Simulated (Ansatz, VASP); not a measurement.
LuB2Os2: VASP beside Ansatz

Contents of INCAR:

```
SYSTEM = LuB2Os2
  PREC = Accurate
  ENCUT = 600
  EDIFF = 1E-6
  ISMEAR = -1
  SIGMA = 0.1
  LREAL = .FALSE.
  LASPH = .TRUE.
  NELM = 120
  ALGO = Normal
  ISIF = 2
  LWAVE = .FALSE.
  LCHARG = .FALSE.
  GGA = RP
  NBANDS = 32
  GGA_COMPAT = .FALSE.
```

The input KPOINTS:

```
Automatic mesh
0
G
  5 5 5
  0 0 0
```

POSCAR

```
LuB2Os2
1.0
    0.0000000000      3.7867130000      0.0000000000
    3.7867130000      0.0000000000      0.0000000000
    1.8933560000      1.8933560000     -4.3998010000
Os Lu B
2 1 2
Direct
    0.7500000000      0.2500000000      0.5000000000
    0.2500000000      0.7500000000      0.5000000000
    0.0000000000      0.0000000000      0.0000000000
    0.3750000000      0.3750000000      0.2500000000
    0.6250000000      0.6250000000      0.7500000000
```

Input for Ansatz:

```yaml
crystal:
  lattice:
    - [0.0, 3.786713, 0.0]
    - [3.786713, 0.0, 0.0]
    - [1.893356, 1.893356, -4.399801]
  atoms:
    - { symbol: Os, position: [0.75, 0.25, 0.5] }
    - { symbol: Os, position: [0.25, 0.75, 0.5] }
    - { symbol: Lu, position: [0.0, 0.0, 0.0] }
    - { symbol: B, position: [0.375, 0.375, 0.25] }
    - { symbol: B, position: [0.625, 0.625, 0.75] }
  symmetry: { tolerance: 0.0003 }
kpoints:
  mp_grid: { grid: [5, 5, 5], shift: [0, 0, 0] }
magnetization:
  spin_polarized: false
scf:
  occupations: { method: fermi_dirac }
hamiltonian:
  pseudopotentials: { kind: paw }
  xc: rpbe
basis:
  ecutwfc: 500
output:
  forces: true
  stress: true
  eigenvalues: true
```

Alike in both runs: task single point; functional RPBE; k mesh 5 × 5 × 5; no spin polarisation.

|  | VASP | Ansatz |
| --- | --- | --- |
| version | VASP 6.6.1 | Ansatz 0.2.0 |
| potentials or method | VASP PAW PBE potentials, release 64 (Os, Lu, B), cutoff 600 eV | PAW plane waves |
| occupations | fermi-dirac, width 0.1 eV | fermi-dirac |
| valence electrons in the cell | 47 | 63 |

```tsv
	VASP	Ansatz	Ansatz less VASP
gap on the k mesh at the Fermi level (eV)	none	none	-
pressure (GPa)	18.6	17.4	-1.17
traceless stress, the component that is largest in VASP (GPa)	3.71	3.97	+0.264
rms of the force components (eV/Å)	0.280	0.255	-0.0256
```

VASP's potentials were made for PBE, not for RPBE. Atom by atom the forces differ by 0.026 eV/Å (rms over components). A gap of «none» marks a metal or a gap that the smearing closes. VASP's potentials hold 47 valence electrons a cell and Ansatz's 63, so a difference there can come from the potentials and not from the codes.

The k mesh is coarse, so the values compare programs but aren't converged. Neither program's run includes spin-orbit coupling.
